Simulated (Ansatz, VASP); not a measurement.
# One calculation of Mo3W, two programs

```
CELL_PARAMETERS angstrom
4.01113 0.00000 0.00000
0.00000 4.01113 0.00000
0.00000 0.00000 4.01113
ATOMIC_POSITIONS crystal
Mo 0.00000 0.50000 0.50000
Mo 0.50000 0.00000 0.50000
Mo 0.50000 0.50000 0.00000
W 0.00000 0.00000 0.00000
```

Alike in both runs: functional PBE; k mesh 12 × 12 × 12; occupations gaussian, width 0.1 eV; no spin polarisation.

Ansatz relaxed the structure, and its values are those at the end. VASP's run is a single point on that final structure, the one shown.

|  | VASP | Ansatz |
| --- | --- | --- |
| version | VASP 6.6.1 | Ansatz 0.2.0 |
| potentials or method | VASP PAW PBE potentials, release 64 (Mo_sv, W_sv), cutoff 520 eV | scalar-relativistic, plane waves, PAW |
| valence electrons in the cell | 56 | 56 |

VASP gave:

```
gap on the k mesh at the Fermi level (eV) : none
pressure (GPa)                            : 0.5
```

Task: What did Ansatz give for the same quantities?

Result: gap on the k mesh at the Fermi level (eV): none; pressure (GPa): 0.0.

A gap of «none» marks a metal or a gap that the smearing closes.

Spin-orbit coupling is off throughout.
